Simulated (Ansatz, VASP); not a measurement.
**One calculation of Al, two programs**

```
Al
1.0
     2.77687    0.00000    0.00000
    -1.38843    2.40484    0.00000
     0.00000    0.00000    9.68266
Al
4
Cartesian
  0.0000 0.0000 0.0000
  0.0000 1.6032 2.4207
  0.0000 0.0000 4.8413
  1.3884 0.8016 7.2620
```

Alike in both runs: task single point; functional PBE; dispersion D3(BJ); k mesh 18 × 18 × 6; occupations gaussian, width 0.15 eV; no spin polarisation.

|  | VASP | Ansatz |
| --- | --- | --- |
| version | VASP 6.6.1 | Ansatz 0.2.0 |
| potentials or method | VASP PAW PBE potentials, release 64 (Al), cutoff 520 eV | scalar-relativistic, plane waves, PAW |
| valence electrons in the cell | 12 | 12 |

Ansatz gave:

| Property | Result |
| --- | --- |
| gap on the k mesh at the Fermi level (eV) | none |
| pressure (GPa) | -1.1 |
| traceless stress, the component that is largest in VASP (GPa) | -2.91 |

Problem. Estimate VASP's values.

Solution. gap on the k mesh at the Fermi level (eV): none; pressure (GPa): -1.1; traceless stress, the component that is largest in VASP (GPa): -2.90.

A gap of «none» marks a metal or a gap that the smearing closes.
